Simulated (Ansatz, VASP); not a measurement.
**As2H in VASP and in Ansatz**

File INCAR:

```
ALGO = Normal
DIPOL = 0.5 0.5 0.314
EDIFF = 1E-7
ENCUT = 520
GGA = PE
IDIPOL = 3
ISIF = 2
ISMEAR = 0
ISPIN = 2
IVDW = 12
LASPH = T
LCHARG = F
LDIPOL = T
LORBIT = 11
LREAL = F
LWAVE = F
MAGMOM = 0 0 1
NBANDS = 16
NELM = 150
PREC = Accurate
SIGMA = 0.05
```

The input KPOINTS:

```
k-points
0
Gamma
  9 9 1
```

Contents of POSCAR:

```
As2H
1.0
    3.5713387681      0.0000000000      0.0000000000
   -1.7856693841      3.0928700987      0.0000000000
    0.0000000000      0.0000000000     18.3976402524
As H
2 1
Direct
    0.3333333333      0.6666666667      0.2933876398
    0.6666666667      0.3333333333      0.2174191877
    0.8333333333      0.6666666667      0.4319923720
```

Input for Ansatz:

```yaml
crystal:
  lattice:
    - [3.5713387681, 0.0, 0.0]
    - [-1.7856693841, 3.0928700987, 0.0]
    - [0.0, 0.0, 18.3976402524]
  atoms:
    - { symbol: As, position: [0.3333333333, 0.6666666667, 0.2933876398] }
    - { symbol: As, position: [0.6666666667, 0.3333333333, 0.2174191877] }
    - { symbol: H, position: [0.8333333333, 0.6666666667, 0.431992372], spin: 1.0 }
basis:
  ecutwfc: 420
kpoints:
  mp_grid: { grid: [9, 9, 1] }
hamiltonian:
  xc: pbe
  dispersion: d3bj
scf:
  occupations: { method: gaussian, width: 0.05 }
output:
  forces: true
  eigenvalues: true
  populations: true
magnetization:
  spin_polarized: true
efield:
  axis: 3
  dipole_correction: true
  ramp_width: 0.04
```

Alike in both runs: task single point; functional PBE; dispersion D3(BJ); k mesh 9 × 9 × 1; occupations gaussian, width 0.05 eV; collinear spin.

|  | VASP | Ansatz |
| --- | --- | --- |
| version | VASP 6.6.1 | Ansatz 0.2.0 |
| potentials or method | VASP PAW PBE potentials, release 64 (As, H), cutoff 520 eV | scalar-relativistic, plane waves, PAW |
| valence electrons in the cell | 11 | 31 |

Ansatz gave:

```
gap on the k mesh at the Fermi level (eV)                     : 1.25
least direct gap on the mesh (eV)                             : 1.53
rms of the force components (eV/Å)                            : 0.043
net moment per atom (μB)                                      : 0.33
size of the moment on the site where the two differ most (μB) : 0.84
```

Task: Which values does VASP return?

Result: gap on the k mesh at the Fermi level (eV): 1.25; least direct gap on the mesh (eV): 1.54; rms of the force components (eV/Å): 0.070; net moment per atom (μB): 0.33; size of the moment on the site where the two differ most (μB): 0.36.

Site moments also hang on the region over which each program counts them. Atom by atom the forces differ by 0.043 eV/Å (rms over components). VASP's potentials hold 11 valence electrons a cell and Ansatz's 31, so a difference there can come from the potentials and not from the codes. Ansatz's warnings: stability check not made.
